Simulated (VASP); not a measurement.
Set up this calculation in VASP 6.6.1, as the native input.

| Property | Result |
| --- | --- |
| Task | single point |
| Functional | PBEsol |
| Potentials or basis | VASP PAW PBE potentials, release 64 (Mo_sv, S) |
| Cutoff | 520 eV |
| k mesh | 12 × 12 × 2 |
| Occupations | methfessel-paxton, width 0.143 eV |
| Spin | no spin polarisation |
| Dipole correction | no |
| Further INCAR settings | ALGO = Normal; EDIFF = 1e-06; NBANDS = 35 |

The structure of MoS2 lies in POSCAR:

```
MoS2
1.0
    3.2673000000      0.0000000000      0.0000000000
   -1.6336500000      2.8295648018      0.0000000000
    0.0000000000      0.0000000000     12.9474000000
Mo S
2 4
Direct
    0.3333333333      0.6666666667      0.2500000000
    0.6666666667      0.3333333333      0.7500000000
    0.3333333333      0.6666666667      0.6259932117
    0.6666666667      0.3333333333      0.1259932117
    0.3333333333      0.6666666667      0.8740067883
    0.6666666667      0.3333333333      0.3740067883
```

One way to write it, as run:

INCAR

```
SYSTEM = MoS2
  PREC = Accurate
  ENCUT = 520
  EDIFF = 1E-6
  ISMEAR = 1
  SIGMA = 0.143
  LREAL = .FALSE.
  LASPH = .TRUE.
  NELM = 60
  ALGO = Normal
  ISIF = 2
  LWAVE = .FALSE.
  LCHARG = .FALSE.
  GGA = PS
  NBANDS = 35
```

KPOINTS

```
regular mesh
0
G
  12 12 2
  0 0 0
```

Potentials or basis: VASP PAW PBE potentials, release 64 (Mo_sv, S).

Launch:

```sh
$ cat potpaw_PBE.64/Mo_sv/POTCAR potpaw_PBE.64/S/POTCAR > POTCAR
$ mpirun -np 1 vasp_std > vasp.out
```

Results of the run:

```yaml
Pressure: -13.0 GPa
Largest_force: 1.444 eV/Å
Band_gap_on_the_k_mesh: 1.00 eV (least direct gap 1.47 eV)
```

Caveat: the cell stands under tension; the PAW data sets were made with another functional, which shifts forces and pressure a little; this functional lacks dispersion, which binds layers or chains, so the pressure and a relaxed spacing across them are unreliable.

Run time: 3.7 min on 1 thread of Intel Xeon 8259CL (shared host), peak memory 0.29 GiB.
